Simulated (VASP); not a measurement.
**C: single point with PBE+D3(BJ)**

Crystal: C.

```
C
1.0
     2.46333    0.00000    0.00000
    -1.23166    2.13330    0.00000
     0.00000    0.00000    3.49923
C
2
Direct
  0.33333 0.66667 0.00000
  0.66667 0.33333 0.00000
```

```yaml
Program: VASP 6.6.1
Task: single point
Functional: PBE
Dispersion: D3(BJ)
Potentials_or_basis: VASP PAW PBE potentials, release 64 (C)
Cutoff: 520 eV
k_mesh: 18 × 18 × 12
Occupations: fermi-dirac, width 0.15 eV
Spin: no spin polarisation
Dipole_correction: no
Further_INCAR_settings: ALGO = Normal; EDIFF = 1e-07; NBANDS = 11
```

- Pressure: 1.1 GPa
- Band gap on the k mesh: zero (bands 4 and 5 overlap by 1.05 eV)
- Dispersion energy per atom: -0.149 eV

Stress tensor (GPa, compression positive):
```
1.32 0.00 0.00
0.00 1.32 0.00
0.00 0.00 0.56
```

Levels at points of the mesh, in eV from the Fermi level:
| k point | band 2 | band 3 | band 4 | band 5 | band 6 | band 7 |
| --- | --- | --- | --- | --- | --- | --- |
| (0.00, 0.00, 0.00) | -6.79 | -3.04 | -3.04 | 3.95 | 8.31 | 8.31 |
| (0.50, 0.00, 0.00) | -13.31 | -6.43 | -1.78 | 2.44 | 7.26 | 11.01 |
| (0.00, 0.00, 0.50) | -8.38 | -3.01 | -3.01 | 8.38 | 8.38 | 9.60 |
| (0.50, 0.00, 0.50) | -13.18 | -6.39 | -2.91 | 1.00 | 7.55 | 13.21 |

Run time: 36 s on 1 thread of Intel(R) Xeon(R) Platinum 8259CL CPU @ 2.50GHz (Skylake/Cascade Lake), with other jobs on the host, peak memory 0.16 GiB.
